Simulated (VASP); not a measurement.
# C (P-1) in VASP: notebook

C is run at these levels: PBEsol+D3(BJ); tasks: single point.

Everything below comes from runs of VASP 6.6.1. Logs are shortened: lines on timing, memory, paths and dates and some standing lists are left out, and cuts for length are marked.

## (1) The cell of the first run

The typed cell holds 2 atoms: a = 2.458 Å, b = 2.458 Å, c = 3.529 Å, α = 90.00°, β = 90.00°, γ = 120.00°.

## (2) Single point, PBEsol+D3(BJ) (atoms displaced along several vibrational modes)

Input file INCAR:

```
PREC     = Accurate       # precision mode
ENCUT    = 520            # plane-wave cutoff, eV
EDIFF    = 1E-6           # SCF threshold, eV
ISMEAR   = 0              # smearing method
SIGMA    = 0.15           # smearing width, eV
LREAL    = F              # projectors in reciprocal space
LASPH    = T              # aspherical terms in the spheres
NELM     = 60             # most SCF steps
ALGO     = Normal         # electronic algorithm
ISIF     = 2              # what is computed and relaxed
LWAVE    = F              # write WAVECAR
LCHARG   = T              # write CHGCAR
GGA      = PS             # functional
IVDW     = 12             # dispersion correction
LELF     = T              # ELF
LVHAR    = T            
NBANDS   = 11             # bands
```

Input file KPOINTS:

```
regular mesh
0
Gamma
  21 21 12
```

Input file POSCAR:

```
C
1.0
    2.4576582469      0.0000000000      0.0000000000
   -1.2288291235      2.1283944757      0.0000000000
    0.0000000000      0.0000000000      3.5294822413
C
2
Direct
    0.3170576774      0.6666666667     -0.0266328015
    0.6829423226      0.3333333333      0.0266328015
```

Potentials or basis: VASP PAW PBE potentials, release 64 (C).

Started as:

```sh
$ cat potpaw_PBE.64/C/POTCAR > POTCAR
$ mpirun -np 1 vasp_std > vasp.out
```

OUTCAR:

```text
PREC = Accurate
   ENCUT = 520
   EDIFF = 1E-6
   ISMEAR = 0
   LREAL = F
   LASPH = T
   NELM = 60
   ISIF = 2
   GGA = PS
   IVDW = 12
 IVDW          = 12

 ion  position               nearest neighbor table
   1  0.317  0.667  0.973-   2 1.36   2 1.43   2 1.50
   2  0.683  0.333  0.027-   1 1.36   1 1.43   1 1.50

  LATTYP: Found a hexagonal cell.
 ALAT       =     2.4576582469
 C/A-ratio  =     1.4361159635

  Lattice vectors:

 A1 = (   2.4576582469,   0.0000000000,   0.0000000000)
 A2 = (  -1.2288291235,   2.1283944757,   0.0000000000)
 A3 = (   0.0000000000,   0.0000000000,   3.5294822413)

Analysis of symmetry for initial positions (statically):
=====================================================================
 Subroutine PRICEL returns:
 Original cell was already a primitive cell.

 Routine SETGRP: Setting up the symmetry group for a
 hexagonal supercell.

 Subroutine GETGRP returns: Found  2 space group operations
 (whereof  2 operations were pure point group operations)
 out of a pool of 24 trial point group operations.

The static configuration has the point symmetry S_2 .

Analysis of symmetry for dynamics (positions and initial velocities):
=====================================================================
 Subroutine PRICEL returns:
 Original cell was already a primitive cell.

 Routine SETGRP: Setting up the symmetry group for a
 hexagonal supercell.

 Subroutine GETGRP returns: Found  2 space group operations
 (whereof  2 operations were pure point group operations)
 out of a pool of 24 trial point group operations.

The dynamic configuration has the point symmetry S_2 .

 Subroutine INISYM returns: Found  2 space group operations
 (whereof  2 operations are pure point group operations),
 and found     1 'primitive' translations

----------------------------------------------------------------------------------------

                                     Primitive cell

  volume of cell :      18.4622

  direct lattice vectors                    reciprocal lattice vectors
     2.457658247  0.000000000  0.000000000     0.406891398  0.234918858  0.000000000
    -1.228829123  2.128394476  0.000000000     0.000000000  0.469837716  0.000000000
     0.000000000  0.000000000  3.529482241     0.000000000  0.000000000  0.283327676

  length of vectors
     2.457658247  2.457658247  3.529482241     0.469837716  0.469837716  0.283327676

  position of ions in fractional coordinates (direct lattice)
     0.317057677  0.666666667  0.973367199
     0.682942323  0.333333333  0.026632801

  ion indices of the primitive-cell ions
   primitive index   ion index
                 1           1
                 2           2

----------------------------------------------------------------------------------------

 KPOINTS: regular mesh

Automatic generation of k-mesh.
 Grid dimensions read from file:
 generate k-points for:   21   21   12

 Generating k-lattice:

  Cartesian coordinates                     Fractional coordinates (reciprocal lattice)
     0.019375781  0.011186612  0.000000000     0.047619048  0.000000000  0.000000000
     0.000000000  0.022373225  0.000000000     0.000000000  0.047619048  0.000000000
     0.000000000  0.000000000  0.023610640     0.000000000  0.000000000  0.083333333

  Length of vectors
     0.022373225  0.022373225  0.023610640

  Shift w.r.t. Gamma in fractional coordinates (k-lattice)
     0.000000000  0.000000000  0.000000000

 Subroutine IBZKPT returns following result:
 ===========================================

 Found   2647 irreducible k-points:

 Following reciprocal coordinates:
            Coordinates               Weight
  0.000000  0.000000  0.000000      1.000000
  0.047619  0.000000  0.000000      2.000000
  0.000000  0.047619  0.000000      2.000000
 -0.047619  0.047619  0.000000      2.000000
  0.095238 -0.000000  0.000000      2.000000
  0.000000  0.095238  0.000000      2.000000
[... 16 lines left out ...]
  0.380952 -0.000000  0.000000      2.000000
  0.000000  0.380952  0.000000      2.000000
 [... further k-points ...]
   k-points           NKPTS =   2647   k-points in BZ     NKDIM =   2647   number of bands    NBANDS=     11
   number of dos      NEDOS =    301   number of ions     NIONS =      2
   total plane-waves  NPLWV =   9072
   dimension x,y,z NGX =    18 NGY =   18 NGZ =   28
   dimension x,y,z NGXF=    36 NGYF=   36 NGZF=   56
   ions per type =               2
   NGX,Y,Z   is equivalent  to a cutoff of  12.18, 12.18, 13.19 a.u.
   NGXF,Y,Z  is equivalent  to a cutoff of  24.35, 24.35, 26.38 a.u.
 SYSTEM =  unknown system
   PREC   = accura    normal or accurate (medium, high low for compatibility)
   ISTART =      0    job   : 0-new  1-cont  2-samecut
   ICHARG =      2    charge: 1-file 2-atom 10-const
   ISPIN  =      1    spin polarized calculation?
   LNONCOLLINEAR =      F non collinear calculations
   LSORBIT =      F    spin-orbit coupling
   LASPH  =      T    aspherical Exc in radial PAW
   ENCUT  =  520.0 eV  38.22 Ry    6.18 a.u.   4.57  4.57  6.56*2*pi/ulx,y,z
   NELM   =     60;   NELMIN=  2; NELMDL= -5     # of ELM steps
   EDIFF  = 0.1E-05   stopping-criterion for ELM
   LREAL  =      F    real-space projection
   EDIFFG = 0.1E-04   stopping-criterion for IOM
   NSW    =      0    number of steps for IOM
   IBRION =     -1    ionic relax: 0-MD 1-quasi-New 2-CG
   NFREE  =      0    steps in history (QN), initial steepest desc. (CG)
   ISIF   =      2    stress and relaxation
   ISYM   =      2    0-nonsym 1-usesym 2-fastsym
   POTIM  = 0.5000    time-step for ionic-motion
   TEBEG  =    0.0;   TEEND  =   0.0 temperature during run
   PSTRESS=    0.0 pullay stress
   NELECT =       8.0000    total number of electrons
   NUPDOWN=      -1.0000    fix difference up-down
   EMIN   =  10.00;   EMAX   =-10.00  energy-range for DOS
   EFERMI =   0.00;   METHOD = LEGACY
   ISMEAR =     0;   SIGMA  =   0.15  broadening in eV -4-tet -1-fermi 0-gaus
   EFERMI_NEDOS =   21; number of points for ismear=-14 and -15
   IALGO  =     38    algorithm
   IMIX   =      4    mixing-type and parameters
     AMIX     =   0.40;   BMIX     =  1.00
     AMIX_MAG =   1.60;   BMIX_MAG =  1.00
  volume/ion in A,a.u.               =       9.23        62.29
  Fermi-wavevector in a.u.,A,eV,Ry     =   1.238825  2.341040 20.880689  1.534687
  Thomas-Fermi vector in A             =   2.373334
   LORBIT       =      0    0 simple, 1 ext, 2 COOP (PROOUT), +10 PAW based schemes
   GGA     = PS    functional components
   LHFCALC =     F    Hartree Fock is set to
   AEXX    =    0.0000 exact exchange contribution
   IVDW    =    12    specifies the selected vdW correction
   LEPSILON=     F    determine dielectric tensor
   LRPA    =     F    only Hartree local field effects (RPA)
 non-spin polarized calculation
 Gauss-broadening in eV      SIGMA  =   0.15
  energy-cutoff  :      520.00
  volume of cell :       18.46
 maximum number of plane-waves:       510
   NGX =  9   NGY =  9   NGZ = 13

 number of electron       8.0000001 magnetization

 Free energy of the ion-electron system (eV)
  ---------------------------------------------------
  ext. energy  EPLUGINS =         0.00000000
  ---------------------------------------------------
  free energy    TOTEN  =       -18.81211130 eV

  energy without entropy =      -18.81148835  energy(sigma->0) =      -18.81179982

 E-fermi :   4.1077     XC(G=0): -10.2418

 val. band max:        4.0885423474   @ k =   0.3333   0.3333   0.0833
 cond. band min:       4.1307735989   @ k =  -0.3810  -0.2381   0.4167
 fundamental gap:      0.0422312514
 Fermi energy:         4.1077052489

 k-point     1 :       0.0000    0.0000    0.0000
  band No.  band energies     occupation
      1     -15.3407      2.00000
      2      -2.5563      2.00000
      3       0.4145      2.00000
      4       2.7542      2.00000
      5       7.2636      0.00000
      6      11.0421      0.00000
      7      14.0269      0.00000
      8      16.3397      0.00000
      9      16.8926      0.00000
     10      26.2263      0.00000
     11      28.2719      0.00000

 k-point     2 :       0.0476    0.0000    0.0000
  band No.  band energies     occupation
      1     -15.2868      2.00000
      2      -2.4948      2.00000
      3       0.2339      2.00000
      4       2.5835      2.00000
      5       7.3209      0.00000
      6      11.2841      0.00000
      7      14.0007      0.00000
      8      16.1674      0.00000
      9      17.0183      0.00000
     10      26.3784      0.00000
     11      28.2155      0.00000

 k-point     3 :       0.0000    0.0476    0.0000
  band No.  band energies     occupation
      1     -15.2863      2.00000
      2      -2.4957      2.00000
      3       0.2623      2.00000
      4       2.5573      2.00000
      5       7.3209      0.00000
      6      11.1419      0.00000
      7      14.1985      0.00000
      8      16.1815      0.00000
      9      16.9728      0.00000
     10      26.3689      0.00000
     11      28.1477      0.00000

 k-point     4 :      -0.0476    0.0476    0.0000
  band No.  band energies     occupation
      1     -15.2858      2.00000
      2      -2.4967      2.00000
      3       0.3158      2.00000
      4       2.4799      2.00000
      5       7.3189      0.00000
      6      11.1524      0.00000
      7      14.2351      0.00000
      8      16.1956      0.00000
      9      16.9568      0.00000
     10      26.3705      0.00000
     11      28.1011      0.00000
[... 239 lines left out ...]
 k-point    22 :      -0.3333    0.3333    0.0000
  band No.  band energies     occupation
      1     -12.7021      2.00000
      2      -4.9172      2.00000
      3      -1.7434      2.00000
      4       0.1998      2.00000
      5       8.8000      0.00000
      6      11.6119      0.00000
      7      12.3267      0.00000
      8      19.4873      0.00000
      9      20.8855      0.00000
     10      21.8690      0.00000
     11      25.5050      0.00000

 k-point    23 :       0.3810   -0.0000    0.0000
  band No.  band energies     occupation
      1     -11.9565      2.00000
      2      -6.8212      2.00000
      3      -1.0835      2.00000
      4       1.2885      2.00000
      5       7.4301      0.00000
      6      11.9417      0.00000
      7      12.5668      0.00000
      8      18.3056      0.00000
      9      20.6477      0.00000
     10      23.0977      0.00000
     11      27.0560      0.00000

 k-point    24 :       0.0000    0.3810    0.0000
  band No.  band energies     occupation
      1     -11.9408      2.00000
      2      -6.5720      2.00000
      3      -1.4148      2.00000
      4       1.0949      2.00000
      5       7.8429      0.00000
      6      11.4118      0.00000
      7      12.6381      0.00000
      8      18.4750      0.00000
      9      21.5874      0.00000
     10      22.3290      0.00000
     11      26.3012      0.00000

 [... further k-points ...]

------------------------ aborting loop because EDIFF is reached ----------------------------------------

 Edisp (eV)   -0.20944

 E8    (eV) :    -0.1017

  FORCE on cell =-STRESS in cart. coord.  units (eV):
  Direction    XX          YY          ZZ          XY          YZ          ZX
  --------------------------------------------------------------------------------------
  -------------------------------------------------------------------------------------
  Total       0.59039     0.43117    -0.59796     0.86313    -0.07608    -0.77169
  in kB      51.23452    37.41785   -51.89214    74.90382    -6.60212   -66.96785
  external pressure =       12.25 kB  Pullay stress =        0.00 kB

 VOLUME and BASIS-vectors are now :
 -----------------------------------------------------------------------------
  energy-cutoff  :      520.00
  volume of cell :       18.46
      direct lattice vectors                 reciprocal lattice vectors
     2.457658247  0.000000000  0.000000000     0.406891398  0.234918858  0.000000000
    -1.228829123  2.128394476  0.000000000     0.000000000  0.469837716  0.000000000
     0.000000000  0.000000000  3.529482241     0.000000000  0.000000000  0.283327676

 POSITION                                       TOTAL-FORCE (eV/Angst)
 -----------------------------------------------------------------------------------
     -0.04000      1.41893      3.43548         4.101218      0.403579      3.052267
      1.26883      0.70946      0.09400        -4.101218     -0.403579     -3.052267
 -----------------------------------------------------------------------------------
    total drift:                                0.000000     -0.000000     -0.000000

  FREE ENERGIE OF THE ION-ELECTRON SYSTEM (eV)
  ---------------------------------------------------
  free  energy   TOTEN  =       -19.0215545263 eV

  energy  without entropy=      -19.0209315736  energy(sigma->0) =      -19.02124305
```

Run time: 4 min. Hardware: 1 thread of Intel Xeon Platinum 8488C (Sapphire Rapids), shared host; peak memory 0.5 GiB.

Results:

```yaml
Free_energy: -19.0216 eV
Pressure: 1.2 GPa
Largest_force: 5.128 eV/Å
Band_gap_on_the_k_mesh: zero (bands 4 and 5 overlap by 0.45 eV)
Dispersion_energy_per_atom: -0.105 eV
```

Forces on the atoms (eV/Å):
```
C    4.101  0.404  3.052
C   -4.101 -0.404 -3.052
```

Stress tensor (GPa, compression positive):
```
 5.12  7.49 -6.70
 7.49  3.74 -0.66
-6.70 -0.66 -5.19
```

Caveat: the cell differs from its parent crystal (atoms displaced along several vibrational modes); the stress differs along the axes, from -5 to 5 GPa; the PAW data sets were made with another functional, which shifts forces and pressure a little.

## (3) Single point, PBEsol+D3(BJ) (atoms displaced along several vibrational modes)

Input file INCAR:

```
SYSTEM = C
PREC = Accurate
ENCUT = 520
EDIFF = 1E-7
ISMEAR = 0
SIGMA = 0.15
LREAL = .FALSE.
LASPH = .TRUE.
NELM = 100
ALGO = Normal
ISIF = 2
LWAVE = .FALSE.
LCHARG = .FALSE.
GGA = PS
IVDW = 12
NBANDS = 11
```

Input file KPOINTS:

```
Automatic mesh
0
G
  21 21 12
  0 0 0
```

Input file POSCAR:

```
C
1.0
    2.4576582469      0.0000000000      0.0000000000
   -1.2288291235      2.1283944757      0.0000000000
    0.0000000000      0.0000000000      3.5294822413
C
2
Direct
    0.3170576774      0.6666666667     -0.0177646453
    0.6829423226      0.3333333333      0.0177646453
```

Potentials or basis: VASP PAW PBE potentials, release 64 (C).

Started as:

```sh
$ cat potpaw_PBE.64/C/POTCAR > POTCAR
$ mpirun -np 1 vasp_std > vasp.out
```

Run time: 4.3 min. Hardware: 1 thread of Intel Xeon Platinum 8488C (Sapphire Rapids), shared host; peak memory 0.5 GiB.

Results (log left out):

```
Free energy                : -19.1805 eV
Pressure                   : 2.5 GPa
Largest force              : 4.744 eV/Å
Band gap on the k mesh     : zero (bands 4 and 5 overlap by 0.45 eV)
Dispersion energy per atom : -0.105 eV
```

Forces in eV/Å, atoms in the order of the input:
```
C    4.268  0.421  2.027
C   -4.268 -0.421 -2.027
```

Stress tensor (GPa, compression positive):
```
 5.58  8.36 -4.65
 8.36  4.17 -0.46
-4.65 -0.46 -2.37
```

Levels at points of the mesh, in eV from the Fermi level:
| k point | band 1 | band 2 | band 3 | band 4 | band 5 | band 6 | band 7 | band 8 | band 9 |
| --- | --- | --- | --- | --- | --- | --- | --- | --- | --- |
| (0.00, 0.00, 0.00) | -19.54 | -6.77 | -3.92 | -1.54 | 3.46 | 6.88 | 9.91 | 12.02 | 12.81 |
| (0.00, 0.00, 0.50) | -19.33 | -8.36 | -3.90 | -1.51 | 6.93 | 9.29 | 10.01 | 10.67 | 13.17 |

Caveat: the cell differs from its parent crystal (atoms displaced along several vibrational modes); the stress differs along the axes, from -2 to 6 GPa; the PAW data sets were made with another functional, which shifts forces and pressure a little.

The gap in the log of VASP goes by the Fermi energy; the results here count the filled bands.